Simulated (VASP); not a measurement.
**Ca: single point with r2SCAN**

Crystal: Ca.

```xyz
1
Lattice="-2.4334 2.4334 1.8981 2.4334 -2.4334 1.8981 2.4334 2.4334 -1.8981" Properties=species:S:1:pos:R:3 pbc="T T T"
Ca    0.0000    0.0000    0.0000
```

This cell differs from its parent crystal: ratio of the length along z to the lengths across it x 0.78, volume and fractional coordinates fixed.

* Program: VASP 6.6.1
* Task: single point
* Functional: r2SCAN
* Potentials or basis: VASP PAW PBE potentials, release 64 (Ca_sv)
* Cutoff: 520 eV
* k mesh: 16 × 16 × 16
* Occupations: gaussian, width 0.15 eV
* Spin: no spin polarisation

The pressure is -0.5 GPa and the band gap on the k mesh is zero (bands 5 and 6 overlap by 1.08 eV).

Stress tensor (GPa, compression positive):
```
-1.66  0.00  0.00
 0.00 -1.66  0.00
 0.00  0.00  1.93
```

Levels at points of the mesh, in eV from the Fermi level:
```csv
k point,band 1,band 2,band 3,band 4,band 5,band 6,band 7,band 8,band 9,band 10
"(0.00, 0.00, 0.00)",-43.98,-24.02,-24.01,-24.01,-4.20,1.87,2.66,3.18,3.18,4.10
"(0.50, 0.00, 0.00)",-43.96,-24.16,-24.04,-24.03,-0.57,0.27,1.20,3.45,4.46,4.47
"(0.50, 0.50, 0.00)",-43.97,-24.12,-24.04,-24.00,-1.25,-0.66,2.61,2.72,3.50,4.51
"(0.50, 0.50, 0.50)",-43.96,-24.10,-24.10,-24.06,-0.02,0.32,2.63,2.63,4.37,4.37
```

It took 4.5 min on 1 thread of Intel(R) Xeon(R) 6975P-C (Granite Rapids), with other jobs on the host, peak memory 0.31 GiB.

Caveat: the PAW data sets were made with another functional, which shifts forces and pressure a little.
